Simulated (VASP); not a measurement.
Set up this calculation in VASP 6.6.1, as the native input.

| Quantity | Value |
| --- | --- |
| Task | single point |
| Functional | PBE |
| Potentials or basis | VASP PAW PBE potentials, release 64 (B, N) |
| Cutoff | 520 eV |
| k mesh | 12 × 12 × 6 |
| Occupations | gaussian, width 0.05 eV |
| Spin | no spin polarisation |
| Dipole correction | no |
| Further INCAR settings | ALGO = Normal; EDIFF = 1e-06; NBANDS = 16 |

The structure of BN lies in POSCAR:

```
BN
1.0
    2.5545800960      0.0000000000      0.0000000000
   -1.2772900480      2.2123312591      0.0000000000
    0.0000000000      0.0000000000      4.2245145352
B N
2 2
Direct
    0.6666666667      0.3333333333      0.9998058547
    0.3333333333      0.6666666667      0.4998058547
    0.4905124718      0.3333333333      0.6251941453
    0.3333333333      0.6666666667      0.1251941453
```

This cell differs from its parent crystal: atom 3 (N) moved by (-0.450, +0.000) A along x and z.

These files were run (other wordings do the same):

INCAR

```
SYSTEM = BN
PREC = Accurate ; ENCUT = 520
EDIFF = 1E-6 ; ISMEAR = 0
SIGMA = 0.05 ; LREAL = .FALSE.
LASPH = .TRUE. ; NELM = 80
ALGO = Normal ; ISIF = 2
LWAVE = .FALSE. ; LCHARG = .FALSE.
GGA = PE ; NBANDS = 16
```

KPOINTS

```
Automatic mesh
0
G
  12 12 6
  0 0 0
```

Potentials or basis: VASP PAW PBE potentials, release 64 (B, N).

Run with:

```sh
$ cat potpaw_PBE.64/B/POTCAR potpaw_PBE.64/N/POTCAR > POTCAR
$ mpirun -np 1 vasp_std > vasp.out
```

Results of the run:

```
Pressure               : 32.3 GPa
Largest force          : 15.461 eV/Å
Band gap on the k mesh : 2.76 eV, indirect (least direct gap 4.76 eV)
```

Caveat: the cell differs from its parent crystal (atom 3 (N) moved by (-0.450, +0.000) A along x and z); forces of over 1 eV/Å act on the atoms, so gaps and moduli don't describe the material at rest.

Wall time 3.8 min on 1 thread of Intel Xeon 8259CL, with other jobs on the host, peak memory 0.24 GiB.
